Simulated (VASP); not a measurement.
Input of a VASP 6.6.1 run:

Contents of INCAR:

```
PREC = Accurate
ENCUT = 520
EDIFF = 1E-6
ISMEAR = -1
SIGMA = 0.05
LREAL = False
LASPH = True
NELM = 100
ALGO = Fast
ISIF = 2
LWAVE = False
LCHARG = True
GGA = PE
LELF = True
LVHAR = True
NBANDS = 38
```

The input KPOINTS:

```
Automatic mesh
0
Gamma
  6 6 4
```

The input POSCAR:

```
Bi
1.0
    4.6584121839      0.0000000000      0.0000000000
    0.0000000000      4.5263885800      0.0000000000
   -0.3459734563      0.0000000000      6.5119480672
Bi
4
Direct
    0.2513749200      0.2500000000      0.7487333800
    0.7486250800      0.7500000000      0.2512666200
    0.2498876900      0.2500000000      0.2488803300
    0.7501123100      0.7500000000      0.7511196700
```

Potentials or basis: VASP PAW PBE potentials, release 64 (Bi_d).

Command:

```sh
$ cat potpaw_PBE.64/Bi_d/POTCAR > POTCAR
$ mpirun -np 1 vasp_std > vasp.out
```

Task: Predict the pressure.

Result: 1.1 GPa.

Task: Estimate the band gap on the k mesh.

Result: Zero (bands 30 and 31 overlap by 0.34 eV).

Forces in eV/Å, atoms in the order of the input:
```
Bi  -0.002  0.000 -0.001
Bi   0.002  0.000  0.001
Bi  -0.003  0.000  0.001
Bi   0.003  0.000 -0.001
```

Caveat: spin-orbit coupling is left out, which moves the levels of the heavy elements.
